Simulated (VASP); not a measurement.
# CdF2 (Fm-3m) in VASP: settings compared, part 2 of 2

VASP 6.6.1. The steps go on from the part before.

## 3. Single point, PBEsol+D3(BJ)

This run uses another cell than the first one, of 12.80 Å³/atom, 0.989 times its volume.

The input, INCAR:

```
SYSTEM = CdF2
PREC     = Accurate       ! precision mode
ENCUT    = 520            ! plane-wave cutoff, eV
EDIFF    = 1E-6           ! SCF threshold, eV
ISMEAR   = 0              ! smearing method
SIGMA    = 0.05           ! smearing width, eV
LREAL    = .FALSE.        ! projectors in reciprocal space
LASPH    = .TRUE.         ! aspherical terms in the spheres
NELM     = 80             ! most SCF steps
ALGO     = Normal         ! electronic algorithm
ISIF     = 2              ! what is computed and relaxed
LWAVE    = .FALSE.        ! write WAVECAR
LCHARG   = .FALSE.        ! write CHGCAR
GGA      = PS             ! functional
IVDW     = 12             ! dispersion correction
NBANDS   = 20             ! bands
```

The input, KPOINTS:

```
Automatic mesh
0
G
  8 8 8
  0 0 0
```

The input, POSCAR:

```
CdF2
1.0
    0.0000000000      2.6778053600      2.6778053600
    2.6778053600      0.0000000000      2.6778053600
    2.6778053600      2.6778053600      0.0000000000
Cd F
1 2
Direct
    0.0000000000      0.0000000000      0.0000000000
    0.2500000000      0.2500000000      0.2500000000
    0.7500000000      0.7500000000      0.7500000000
```

Potentials or basis: VASP PAW PBE potentials, release 64 (Cd, F).

Launch:

```bash
> cat potpaw_PBE.64/Cd/POTCAR potpaw_PBE.64/F/POTCAR > POTCAR
> mpirun -np 1 vasp_std > vasp.out
```

Run time: 16 s. Hardware: 1 thread of Intel Xeon 6975P-C (Granite Rapids), shared host; peak memory 0.17 GiB.

It converged, with:

```yaml
Free_energy: -12.0025 eV
Pressure: 0.9 GPa
Band_gap_on_the_k_mesh: 2.96 eV, indirect (least direct gap 3.43 eV)
Dispersion_energy_per_atom: -0.139 eV
```

Levels at points of the mesh, in eV from the valence-band top:
| k point | band 11 | band 12 | band 13 | band 14 | band 15 | band 16 |
| --- | --- | --- | --- | --- | --- | --- |
| (0.00, 0.00, 0.00) | -0.47 | -0.47 | -0.47 | 2.96 | 12.58 | 12.58 |
| (0.50, 0.00, 0.00) | -1.95 | -0.38 | -0.38 | 7.19 | 9.03 | 14.47 |
| (0.50, 0.50, 0.00) | -0.55 | -0.09 | -0.09 | 8.02 | 9.56 | 11.72 |

Caveat: the PAW data sets were made with another functional, which shifts forces and pressure a little. A k mesh can miss the band edges.

## 4. Single point, revPBE+D4

This run uses another cell than the first one, of 13.03 Å³/atom, 1.007 times its volume.

The input, INCAR:

```
SYSTEM = CdF2
ALGO = Normal
EDIFF = 1E-7
ENCUT = 520
GGA = RE
ISIF = 2
ISMEAR = 0
IVDW = 13
LASPH = .TRUE.
LCHARG = .FALSE.
LREAL = .FALSE.
LWAVE = .FALSE.
NBANDS = 20
NELM = 80
PREC = Accurate
SIGMA = 0.05
```

The input, KPOINTS:

```
k-points
0
G
  8 8 8
  0 0 0
```

The input, POSCAR:

```
CdF2
1.0
    0.0000000000      2.6939990179      2.6939990179
    2.6939990179      0.0000000000      2.6939990179
    2.6939990179      2.6939990179      0.0000000000
Cd F
1 2
Direct
    0.0000000000      0.0000000000      0.0000000000
    0.2500000000      0.2500000000      0.2500000000
    0.7500000000      0.7500000000      0.7500000000
```

Launch:

```bash
> cat potpaw_PBE.64/Cd/POTCAR potpaw_PBE.64/F/POTCAR > POTCAR
> mpirun -np 1 vasp_std > vasp.out
```

It took 20 s on 1 thread of Intel Xeon 6975P-C (Granite Rapids), shared host; peak memory 0.16 GiB.

The run converged. Its results:

* Free energy: -11.0019 eV
* Pressure: 5.8 GPa
* Band gap on the k mesh: 3.22 eV, indirect (least direct gap 3.73 eV)
* Dispersion energy per atom: -0.348 eV

Levels at points of the mesh, in eV from the valence-band top:
```csv
k point,band 9,band 10,band 11,band 12,band 13,band 14,band 15,band 16,band 17,band 18
"(0.00, 0.00, 0.00)",-0.96,-0.96,-0.51,-0.51,-0.51,3.22,12.88,12.88,12.88,18.01
"(0.50, 0.00, 0.00)",-2.23,-1.82,-1.82,-0.40,-0.40,7.27,9.40,14.64,14.64,18.40
"(0.50, 0.50, 0.00)",-2.92,-2.92,-0.49,-0.09,-0.09,8.10,9.81,12.26,14.45,14.45
```

Caveat: the PAW data sets were made with another functional, which shifts forces and pressure a little.

## 5. Single point, revPBE+D4 (volume scaled by 0.96)

The input, INCAR:

```
SYSTEM = CdF2
  PREC = Accurate
  ENCUT = 520
  EDIFF = 1E-6
  ISMEAR = 0
  SIGMA = 0.05
  LREAL = .FALSE.
  LASPH = .TRUE.
  NELM = 100
  ALGO = Normal
  ISIF = 2
  LWAVE = .FALSE.
  LCHARG = .FALSE.
  GGA = RE
  IVDW = 13
  NBANDS = 20
```

The input, KPOINTS:

```
regular mesh
0
G
  8 8 8
  0 0 0
```

The input, POSCAR:

```
CdF2
1.0
    0.0000000000      2.7010956981      2.7010956981
    2.7010956981      0.0000000000      2.7010956981
    2.7010956981      2.7010956981      0.0000000000
Cd F
1 2
Direct
    0.0000000000      0.0000000000      0.0000000000
    0.2500000000      0.2500000000      0.2500000000
    0.7500000000      0.7500000000      0.7500000000
```

Potentials or basis: VASP PAW PBE potentials, release 64 (Cd, F).

Launch:

```bash
> cat potpaw_PBE.64/Cd/POTCAR potpaw_PBE.64/F/POTCAR > POTCAR
> mpirun -np 1 vasp_std > vasp.out
```

OUTCAR:

```text
SYSTEM = CdF2
   PREC = Accurate
   ENCUT = 520
   EDIFF = 1E-6
   ISMEAR = 0
   LREAL = .FALSE.
   LASPH = .TRUE.
   NELM = 100
   ISIF = 2
   GGA = RE
   IVDW = 13

 ion  position               nearest neighbor table
   1  0.000  0.000  0.000-   3 2.34   3 2.34   3 2.34   2 2.34   3 2.34   2 2.34   2 2.34   2 2.34

   2  0.250  0.250  0.250-   1 2.34   1 2.34   1 2.34   1 2.34
   3  0.750  0.750  0.750-   1 2.34   1 2.34   1 2.34   1 2.34

  LATTYP: Found a face centered cubic cell.
 ALAT       =     5.4021913962

  Lattice vectors:

[... 744 lines left out ...]

  Edisp (eV):   -1.03588

  FORCE on cell =-STRESS in cart. coord.  units (eV):
  Direction    XX          YY          ZZ          XY          YZ          ZX
  --------------------------------------------------------------------------------------
  -------------------------------------------------------------------------------------
  Total       1.19859     1.19859     1.19859     0.00000    -0.00000     0.00000
  in kB      48.72263    48.72263    48.72263     0.00000    -0.00000     0.00000
  external pressure =       48.72 kB  Pullay stress =        0.00 kB

 VOLUME and BASIS-vectors are now :
 -----------------------------------------------------------------------------
  energy-cutoff  :      520.00
  volume of cell :       39.41
      direct lattice vectors                 reciprocal lattice vectors
     0.000000000  2.701095698  2.701095698    -0.185110065  0.185110065  0.185110065
     2.701095698  0.000000000  2.701095698     0.185110065 -0.185110065  0.185110065
     2.701095698  2.701095698  0.000000000     0.185110065  0.185110065 -0.185110065

 POSITION                                       TOTAL-FORCE (eV/Angst)
 -----------------------------------------------------------------------------------
      0.00000      0.00000      0.00000         0.000000      0.000000     -0.000000
      1.35055      1.35055      1.35055        -0.000000      0.000000      0.000000
      4.05164      4.05164      4.05164         0.000000     -0.000000     -0.000000
 -----------------------------------------------------------------------------------
    total drift:                                0.000000      0.000000      0.000000

  FREE ENERGIE OF THE ION-ELECTRON SYSTEM (eV)
  ---------------------------------------------------
  free  energy   TOTEN  =       -11.0128399540 eV

  energy  without entropy=      -11.0128399540  energy(sigma->0) =      -11.01283995
```

It took 16 s on 1 thread of Intel Xeon 6975P-C (Granite Rapids), shared host; peak memory 0.16 GiB.

Results:

```
Free energy                : -11.0128 eV
Pressure                   : 4.9 GPa
Band gap on the k mesh     : 3.20 eV, indirect (least direct gap 3.71 eV)
Dispersion energy per atom : -0.345 eV
```

Levels at points of the mesh, in eV from the valence-band top:
```
           k point  band 10  band 11  band 12  band 13  band 14  band 15  band 16  band 17
(0.00, 0.00, 0.00)    -0.94    -0.52    -0.52    -0.52     3.20    12.84    12.84    12.84
(0.50, 0.00, 0.00)    -1.79    -1.79    -0.41    -0.41     7.21     9.37    14.57    14.57
(0.50, 0.50, 0.00)    -2.88    -0.47    -0.09    -0.09     8.03     9.77    12.24    14.38
```

Caveat: the cell differs from its parent crystal (volume scaled by 0.96); the PAW data sets were made with another functional, which shifts forces and pressure a little. A k mesh can miss the band edges.

## 6. Summary

```tsv
level	cell	gap on the mesh (eV)	pressure (GPa)
PBE+D3(BJ)	a = 3.801 Å, angles 60.0°, 3 atoms	3.09	4.9
PBEsol+D3(BJ)	a = 3.787 Å, angles 60.0°, 3 atoms	2.96	0.9
revPBE+D4	a = 3.810 Å, angles 60.0°, 3 atoms	3.22	5.8
revPBE+D4	a = 3.820 Å, angles 60.0°, 3 atoms	3.20	4.9
```

Alike in all rows: task single point; potentials or basis VASP PAW PBE potentials, release 64 (Cd, F); no spin polarisation; k mesh 8 × 8 × 8; cutoff (eV) 520; smearing gaussian 0.05 eV.

Caveats: the PAW data sets were made with another functional, which shifts forces and pressure a little (some runs); three body term missing (some runs).

Absolute energies hang on the potentials; compare differences alone.
